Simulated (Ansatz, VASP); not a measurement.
## Two plane-wave programs on NbAs

The input INCAR:

```
PREC     = Accurate       # precision mode
ENCUT    = 500            # plane-wave cutoff, eV
EDIFF    = 1E-6           # SCF threshold, eV
ISMEAR   = 0              # smearing method
SIGMA    = 0.1            # smearing width, eV
LREAL    = False          # projectors in reciprocal space
LASPH    = True           # aspherical terms in the spheres
NELM     = 120            # most SCF steps
ALGO     = Normal         # electronic algorithm
ISIF     = 2              # what is computed and relaxed
LWAVE    = False          # write WAVECAR
LCHARG   = False          # write CHGCAR
GGA      = PE             # functional
NBANDS   = 26             # bands
GGA_COMPAT= False
```

The input KPOINTS:

```
Automatic mesh
0
Gamma
  2 2 2
```

File POSCAR:

```
NbAs
1.0
   -1.7258500000      1.7258500000      5.8400000000
    1.7258500000     -1.7258500000      5.8400000000
    1.7258500000      1.7258500000     -5.8400000000
Nb As
2 2
Direct
    0.7500000000      0.7500000000      0.0000000000
    0.5000000000      0.0000000000      0.5000000000
    0.1660000000      0.1660000000      0.0000000000
    0.9160000000      0.4160000000      0.5000000000
```

Input for Ansatz:

```yaml
crystal:
  lattice:
    - [-1.72585, 1.72585, 5.84]
    - [1.72585, -1.72585, 5.84]
    - [1.72585, 1.72585, -5.84]
  atoms:
    - { symbol: Nb, position: [0.75, 0.75, 0.0] }
    - { symbol: Nb, position: [0.5, 0.0, 0.5] }
    - { symbol: As, position: [0.166, 0.166, 0.0] }
    - { symbol: As, position: [0.916, 0.416, 0.5] }
basis:
  ecutwfc: 420
kpoints:
  mp_grid: { grid: [2, 2, 2] }
hamiltonian:
  xc: pbe
scf:
  occupations: { method: gaussian, width: 0.1 }
  mixing: { algorithm: broyden, ndim: 2 }
  max_iter: 40
output:
  forces: true
  stress: true
  eigenvalues: true
```

Alike in both runs: task single point; functional PBE; k mesh 2 × 2 × 2; occupations gaussian, width 0.1 eV; no spin polarisation.

|  | VASP | Ansatz |
| --- | --- | --- |
| version | VASP 6.6.1 | Ansatz 0.2.0 |
| potentials or method | VASP PAW PBE potentials, release 64 (Nb_sv, As), cutoff 500 eV | scalar-relativistic, plane waves, PAW |
| valence electrons in the cell | 36 | 56 |

|  | VASP | Ansatz | Ansatz less VASP |
| --- | --- | --- | --- |
| gap on the k mesh at the Fermi level (eV) | 0.04 | 0.04 | +0.004 |
| least direct gap on the mesh (eV) | 0.04 | 0.04 | +0.004 |
| pressure (GPa) | 6.5 | 6.5 | -0.05 |
| traceless stress, the component that is largest in VASP (GPa) | 2.97 | 3.18 | +0.205 |
| rms of the force components (eV/Å) | 0.033 | 0.036 | +0.0025 |

Atom by atom the forces differ by 0.003 eV/Å (rms over components). VASP's potentials hold 36 valence electrons a cell and Ansatz's 56, so a difference there can come from the potentials and not from the codes.

The k mesh is coarse, so the values compare programs but aren't converged.
